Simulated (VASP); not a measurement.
# LaZn (P4/mmm) in VASP: further runs

The runs below take LaZn through single point, with LDA.

Program: VASP 6.6.1. These are calculated values, not measurements. Logs are shortened: lines on timing, memory, paths and dates and some standing lists are left out, and cuts for length are marked.

### Step 1. The cell of the first run

The structure is tetragonal, space group P4/mmm (No. 123). Conventional cell: a = 3.750 Å, b = 3.750 Å, c = 3.675 Å, α = 90.00°, β = 90.00°, γ = 90.00°. Within 4.2 Å of La (site symmetry 4/mmm) lie 8 Zn at 3.23 Å and 6 La at 3.67 to 3.75 Å. Within 4.2 Å of Zn (site symmetry 4/mmm) lie 8 La at 3.23 Å and 6 Zn at 3.67 to 3.75 Å.

### Step 2. Single point, LDA (zz strain of -2 %)

Input file INCAR:

```
  PREC = Accurate
  ENCUT = 520
  EDIFF = 1E-6
  ISMEAR = -1
  SIGMA = 0.05
  LREAL = F
  LASPH = T
  NELM = 80
  ALGO = Normal
  ISIF = 2
  LWAVE = F
  LCHARG = F
  NBANDS = 18
```

Input file KPOINTS:

```
Automatic mesh
0
Gamma
  9 9 9
```

Input file POSCAR:

```
LaZn
1.0
    3.7500000000      0.0000000000      0.0000000000
    0.0000000000      3.7500000000      0.0000000000
    0.0000000000      0.0000000000      3.6750000000
La Zn
1 1
Direct
    0.5000000000      0.5000000000      0.5000000000
    0.0000000000      0.0000000000      0.0000000000
```

Potentials or basis: VASP PAW LDA potentials, release 64 (La, Zn).

Command:

```
$ cat potpaw_LDA.64/La/POTCAR potpaw_LDA.64/Zn/POTCAR > POTCAR
$ mpirun -np 1 vasp_std > vasp.out
```

OUTCAR:

```text
PREC = Accurate
   ENCUT = 520
   EDIFF = 1E-6
   ISMEAR = -1
   LREAL = F
   LASPH = T
   NELM = 80
   ISIF = 2

 ion  position               nearest neighbor table
   1  0.500  0.500  0.500-   2 3.23   2 3.23   2 3.23   2 3.23   2 3.23   2 3.23   2 3.23   2 3.23

   2  0.000  0.000  0.000-   1 3.23   1 3.23   1 3.23   1 3.23   1 3.23   1 3.23   1 3.23   1 3.23

  LATTYP: Found a simple tetragonal cell.
 ALAT       =     3.7500000000
 C/A-ratio  =     0.9800000000

  Lattice vectors:

 A1 = (   3.7500000000,   0.0000000000,   0.0000000000)
 A2 = (   0.0000000000,   3.7500000000,   0.0000000000)
 A3 = (   0.0000000000,   0.0000000000,   3.6750000000)

Analysis of symmetry for initial positions (statically):
=====================================================================
 Subroutine PRICEL returns:
 Original cell was already a primitive cell.

 Routine SETGRP: Setting up the symmetry group for a
 simple tetragonal supercell.

 Subroutine GETGRP returns: Found 16 space group operations
 (whereof 16 operations were pure point group operations)
 out of a pool of 16 trial point group operations.

The static configuration has the point symmetry D_4h.

Analysis of symmetry for dynamics (positions and initial velocities):
=====================================================================
 Subroutine PRICEL returns:
 Original cell was already a primitive cell.

 Routine SETGRP: Setting up the symmetry group for a
 simple tetragonal supercell.

 Subroutine GETGRP returns: Found 16 space group operations
 (whereof 16 operations were pure point group operations)
 out of a pool of 16 trial point group operations.

The dynamic configuration has the point symmetry D_4h.

 Subroutine INISYM returns: Found 16 space group operations
 (whereof 16 operations are pure point group operations),
 and found     1 'primitive' translations

----------------------------------------------------------------------------------------

                                     Primitive cell

  volume of cell :      51.6797

  direct lattice vectors                    reciprocal lattice vectors
     3.750000000  0.000000000  0.000000000     0.266666667  0.000000000  0.000000000
     0.000000000  3.750000000  0.000000000     0.000000000  0.266666667  0.000000000
     0.000000000  0.000000000  3.675000000     0.000000000  0.000000000  0.272108844

  length of vectors
     3.750000000  3.750000000  3.675000000     0.266666667  0.266666667  0.272108844

  position of ions in fractional coordinates (direct lattice)
     0.500000000  0.500000000  0.500000000
     0.000000000  0.000000000  0.000000000

  ion indices of the primitive-cell ions
   primitive index   ion index
                 1           1
                 2           2

----------------------------------------------------------------------------------------

 KPOINTS: Automatic mesh

Automatic generation of k-mesh.
 Grid dimensions read from file:
 generate k-points for:    9    9    9

 Generating k-lattice:

  Cartesian coordinates                     Fractional coordinates (reciprocal lattice)
     0.029629630  0.000000000  0.000000000     0.111111111  0.000000000  0.000000000
     0.000000000  0.029629630  0.000000000     0.000000000  0.111111111  0.000000000
     0.000000000  0.000000000  0.030234316     0.000000000  0.000000000  0.111111111

  Length of vectors
     0.029629630  0.029629630  0.030234316

  Shift w.r.t. Gamma in fractional coordinates (k-lattice)
     0.000000000  0.000000000  0.000000000

 Subroutine IBZKPT returns following result:
 ===========================================

 Found     75 irreducible k-points:

 Following reciprocal coordinates:
            Coordinates               Weight
  0.000000  0.000000  0.000000      1.000000
  0.111111  0.000000  0.000000      4.000000
  0.222222  0.000000  0.000000      4.000000
  0.333333  0.000000  0.000000      4.000000
  0.444444  0.000000  0.000000      4.000000
  0.111111  0.111111  0.000000      4.000000
[... 16 lines left out ...]
  0.333333  0.111111  0.111111     16.000000
  0.444444  0.111111  0.111111     16.000000
 [... further k-points ...]
   k-points           NKPTS =     75   k-points in BZ     NKDIM =     75   number of bands    NBANDS=     18
   number of dos      NEDOS =    301   number of ions     NIONS =      2
   total plane-waves  NPLWV =  21952
   dimension x,y,z NGX =    28 NGY =   28 NGZ =   28
   dimension x,y,z NGXF=    56 NGYF=   56 NGZF=   56
   ions per type =               1   1
   NGX,Y,Z   is equivalent  to a cutoff of  12.41, 12.41, 12.67 a.u.
   NGXF,Y,Z  is equivalent  to a cutoff of  24.83, 24.83, 25.33 a.u.
 SYSTEM =  unknown system
   PREC   = accura    normal or accurate (medium, high low for compatibility)
   ISTART =      0    job   : 0-new  1-cont  2-samecut
   ICHARG =      2    charge: 1-file 2-atom 10-const
   ISPIN  =      1    spin polarized calculation?
   LNONCOLLINEAR =      F non collinear calculations
   LSORBIT =      F    spin-orbit coupling
   LASPH  =      T    aspherical Exc in radial PAW
   ENCUT  =  520.0 eV  38.22 Ry    6.18 a.u.   6.97  6.97  6.83*2*pi/ulx,y,z
   NELM   =     80;   NELMIN=  2; NELMDL= -5     # of ELM steps
   EDIFF  = 0.1E-05   stopping-criterion for ELM
   LREAL  =      F    real-space projection
   EDIFFG = 0.1E-04   stopping-criterion for IOM
   NSW    =      0    number of steps for IOM
   IBRION =     -1    ionic relax: 0-MD 1-quasi-New 2-CG
   NFREE  =      0    steps in history (QN), initial steepest desc. (CG)
   ISIF   =      2    stress and relaxation
   ISYM   =      2    0-nonsym 1-usesym 2-fastsym
   POTIM  = 0.5000    time-step for ionic-motion
   TEBEG  =    0.0;   TEEND  =   0.0 temperature during run
   PSTRESS=    0.0 pullay stress
   NELECT =      23.0000    total number of electrons
   NUPDOWN=      -1.0000    fix difference up-down
   EMIN   =  10.00;   EMAX   =-10.00  energy-range for DOS
   EFERMI =   0.00;   METHOD = LEGACY
   ISMEAR =    -1;   SIGMA  =   0.05  broadening in eV -4-tet -1-fermi 0-gaus
   EFERMI_NEDOS =   21; number of points for ismear=-14 and -15
   IALGO  =     38    algorithm
   IMIX   =      4    mixing-type and parameters
     AMIX     =   0.40;   BMIX     =  1.00
     AMIX_MAG =   1.60;   BMIX_MAG =  1.00
  volume/ion in A,a.u.               =      25.84       174.38
  Fermi-wavevector in a.u.,A,eV,Ry     =   1.249906  2.361981 21.255919  1.562266
  Thomas-Fermi vector in A             =   2.383925
   LORBIT       =      0    0 simple, 1 ext, 2 COOP (PROOUT), +10 PAW based schemes
   GGA     = CA    functional components
   LHFCALC =     F    Hartree Fock is set to
   AEXX    =    0.0000 exact exchange contribution
   IVDW    =     0    specifies the selected vdW correction
   LEPSILON=     F    determine dielectric tensor
   LRPA    =     F    only Hartree local field effects (RPA)
 non-spin polarized calculation
  energy-cutoff  :      520.00
  volume of cell :       51.68
 maximum number of plane-waves:      1408
 NGX is ok and might be reduce to    28
   NGX = 13   NGY = 13   NGZ = 13

 number of electron      23.0000026 magnetization

 Free energy of the ion-electron system (eV)
  ---------------------------------------------------
  ext. energy  EPLUGINS =         0.00000000
  ---------------------------------------------------
  free energy    TOTEN  =        -7.95625824 eV

  energy without entropy =       -7.93289855  energy(sigma->0) =       -7.94457840

 E-fermi :   6.2077     XC(G=0): -10.4643

 val. band max:        6.1938342658   @ k =   0.4444   0.3333   0.1111
 cond. band min:       6.2122054996   @ k =   0.4444   0.1111   0.4444
 fundamental gap:      0.0183712338
 Fermi energy:         6.2077028211

 k-point     1 :       0.0000    0.0000    0.0000
  band No.  band energies     occupation
      1     -26.4440      2.00000
      2      -9.8411      2.00000
      3      -9.8411      2.00000
      4      -9.7720      2.00000
      5      -0.9624      2.00000
      6      -0.9608      2.00000
[... 10 lines left out ...]
     17       7.9752      0.00000
     18       8.0040      0.00000

 k-point     2 :       0.1111    0.0000    0.0000
  band No.  band energies     occupation
      1     -26.4359      2.00000
      2      -9.9519      2.00000
      3      -9.8322      2.00000
      4      -9.7634      2.00000
      5      -0.9566      2.00000
      6      -0.9387      2.00000
[... 10 lines left out ...]
     17       7.9817      0.00000
     18       8.0121      0.00000

 k-point     3 :       0.2222    0.0000    0.0000
  band No.  band energies     occupation
      1     -26.4152      2.00000
      2     -10.2186      2.00000
      3      -9.8097      2.00000
      4      -9.7415      2.00000
      5      -0.9427      2.00000
      6      -0.8837      2.00000
[... 10 lines left out ...]
     17       8.0019      0.00000
     18       8.0356      0.00000

 k-point     4 :       0.3333    0.0000    0.0000
  band No.  band energies     occupation
      1     -26.3915      2.00000
      2     -10.5012      2.00000
      3      -9.7838      2.00000
      4      -9.7164      2.00000
      5      -0.9269      2.00000
      6      -0.8238      2.00000
[... 10 lines left out ...]
     17       8.0257      0.00000
     18       8.0656      0.00000

 k-point     5 :       0.4444    0.0000    0.0000
  band No.  band energies     occupation
      1     -26.3759      2.00000
      2     -10.6757      2.00000
      3      -9.7668      2.00000
      4      -9.6999      2.00000
      5      -0.9166      2.00000
      6      -0.8163      2.00000
[... 10 lines left out ...]
     17       8.0728      0.00000
     18       8.1444      0.00000

 k-point     6 :       0.1111    0.1111    0.0000
  band No.  band energies     occupation
      1     -26.4278      2.00000
      2      -9.9538      2.00000
      3      -9.9291      2.00000
      4      -9.7547      2.00000
      5      -0.9449      2.00000
      6      -0.9245      2.00000
[... 10 lines left out ...]
     17       8.0164      0.00000
     18       8.0320      0.00000

 k-point     7 :       0.2222    0.1111    0.0000
  band No.  band energies     occupation
      1     -26.4073      2.00000
      2     -10.2059      2.00000
      3      -9.9138      2.00000
      4      -9.7325      2.00000
      5      -0.9307      2.00000
      6      -0.8750      2.00000
[... 10 lines left out ...]
     17       8.0253      0.00000
     18       8.0467      0.00000

 k-point     8 :       0.3333    0.1111    0.0000
  band No.  band energies     occupation
      1     -26.3837      2.00000
      2     -10.4846      2.00000
      3      -9.8842      2.00000
      4      -9.7070      2.00000
      5      -0.9176      2.00000
      6      -0.8344      2.00000
[... 10 lines left out ...]
     17       8.0306      0.00000
     18       8.0742      0.00000
[... 229 lines left out ...]
     17       8.0374      0.00000
     18       8.1163      0.00000

 k-point    20 :       0.4444    0.0000    0.1111
  band No.  band energies     occupation
      1     -26.3663      2.00000
      2     -10.6546      2.00000
      3      -9.8151      2.00000
      4      -9.7550      2.00000
      5      -0.9068      2.00000
      6      -0.8301      2.00000
[... 10 lines left out ...]
     17       8.0516      0.00000
     18       8.0944      0.00000

 k-point    21 :       0.1111    0.1111    0.1111
  band No.  band energies     occupation
      1     -26.4179      2.00000
      2      -9.9449      2.00000
      3      -9.9177      2.00000
      4      -9.8758      2.00000
      5      -0.9222      2.00000
      6      -0.9207      2.00000
[... 10 lines left out ...]
     17       8.0147      0.00000
     18       8.0309      0.00000

 k-point    22 :       0.2222    0.1111    0.1111
  band No.  band energies     occupation
      1     -26.3975      2.00000
      2     -10.1910      2.00000
      3      -9.9031      2.00000
      4      -9.8519      2.00000
      5      -0.9134      2.00000
      6      -0.8709      2.00000
[... 10 lines left out ...]
     17       8.0486      0.00000
     18       8.1404      0.00000

 k-point    23 :       0.3333    0.1111    0.1111
  band No.  band energies     occupation
      1     -26.3740      2.00000
      2     -10.4662      2.00000
      3      -9.8728      2.00000
      4      -9.8233      2.00000
      5      -0.9035      2.00000
      6      -0.8532      2.00000
[... 10 lines left out ...]
     17       8.0699      0.00000
     18       8.1357      0.00000

 k-point    24 :       0.4444    0.1111    0.1111
  band No.  band energies     occupation
      1     -26.3586      2.00000
      2     -10.6367      2.00000
      3      -9.8528      2.00000
      4      -9.8044      2.00000
      5      -0.8967      2.00000
      6      -0.8556      2.00000
[... 10 lines left out ...]
     17       8.0625      0.00000
     18       8.1019      0.00000

 [... further k-points ...]

------------------------ aborting loop because EDIFF is reached ----------------------------------------

  FORCE on cell =-STRESS in cart. coord.  units (eV):
  Direction    XX          YY          ZZ          XY          YZ          ZX
  --------------------------------------------------------------------------------------
  -------------------------------------------------------------------------------------
  Total       -1.0759804     -1.0759804     -0.9003532      0.0000000      0.0000000      0.0000000
  in kB      -33.3576213    -33.3576213    -27.9128124      0.0000000      0.0000000      0.0000000
  external PRESSURE =     -31.5426850 kB  Pullay stress =       0.0000000 kB

 VOLUME and BASIS-vectors are now :
 -----------------------------------------------------------------------------
  energy-cutoff  :      520.00
  volume of cell :       51.68
      direct lattice vectors                 reciprocal lattice vectors
     3.750000000  0.000000000  0.000000000     0.266666667  0.000000000  0.000000000
     0.000000000  3.750000000  0.000000000     0.000000000  0.266666667  0.000000000
     0.000000000  0.000000000  3.675000000     0.000000000  0.000000000  0.272108844

 POSITION                                       TOTAL-FORCE (eV/Angst)
 -----------------------------------------------------------------------------------
      1.87500      1.87500      1.83750         0.000000      0.000000      0.000000
      0.00000      0.00000      0.00000         0.000000      0.000000      0.000000
 -----------------------------------------------------------------------------------
    total drift:                               -0.000000      0.000000      0.000000

  FREE ENERGIE OF THE ION-ELECTRON SYSTEM (eV)
  ---------------------------------------------------
  free  energy   TOTEN  =        -7.9562582415 eV

  energy  without entropy=       -7.9328985521  energy(sigma->0) =       -7.94457840
```

It took 50 s on 1 thread of Intel Xeon Platinum 8488C (Sapphire Rapids), shared host; peak memory 0.21 GiB.

What came out:

```
Free energy            : -7.9563 eV
Pressure               : -3.2 GPa
Band gap on the k mesh : zero (an odd number of electrons rules out a gap without spin polarisation)
```

Caveat: the cell differs from its parent crystal (zz strain of -2 %); the cell stands under tension; spin-orbit coupling is left out, which moves the levels of the heavy elements.

(Part 1 of 2 ends here.)

The gap in the log of VASP goes by the Fermi energy; the results here count the filled bands.